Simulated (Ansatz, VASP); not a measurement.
One calculation of PbS, two programs

```
Pb S
1.0
     2.14395   -6.02269    0.00000
     2.14395    6.02269    0.00000
     0.00000    0.00000    4.26349
Pb S
2 2
Cartesian
  2.1440 -4.3528 3.1976
  2.1440 4.3528 1.0659
  2.1440 -1.5592 3.1976
  2.1440 1.5592 1.0659
```

Alike in both runs: task single point; functional PBEsol; k mesh 8 × 8 × 6; occupations gaussian, width 0.02 eV; no spin polarisation.

```csv
,VASP,Ansatz
version,VASP 6.6.1,Ansatz 0.2.0
potentials or method,"VASP PAW PBE potentials, release 64 (Pb_d, S), cutoff 520 eV","scalar-relativistic, plane waves, PAW"
valence electrons in the cell,40,40
```

Ansatz gave:

| Quantity | Value |
| --- | --- |
| gap on the k mesh at the Fermi level (eV) | 0.98 |
| least direct gap on the mesh (eV) | 1.03 |
| pressure (GPa) | -3.7 |
| traceless stress, the component that is largest in VASP (GPa) | 1.12 |
| rms of the force components (eV/Å) | 0.238 |

What did VASP give for the same quantities?

gap on the k mesh at the Fermi level (eV): 0.98; least direct gap on the mesh (eV): 1.03; pressure (GPa): -3.8; traceless stress, the component that is largest in VASP (GPa): 1.13; rms of the force components (eV/Å): 0.237.

VASP's potentials were made for PBE, not for PBEsol. Atom by atom the forces differ by 0.001 eV/Å (rms over components). The functional is the same, so the differences come from potentials, cutoffs and numerics.

Spin-orbit coupling is off throughout.
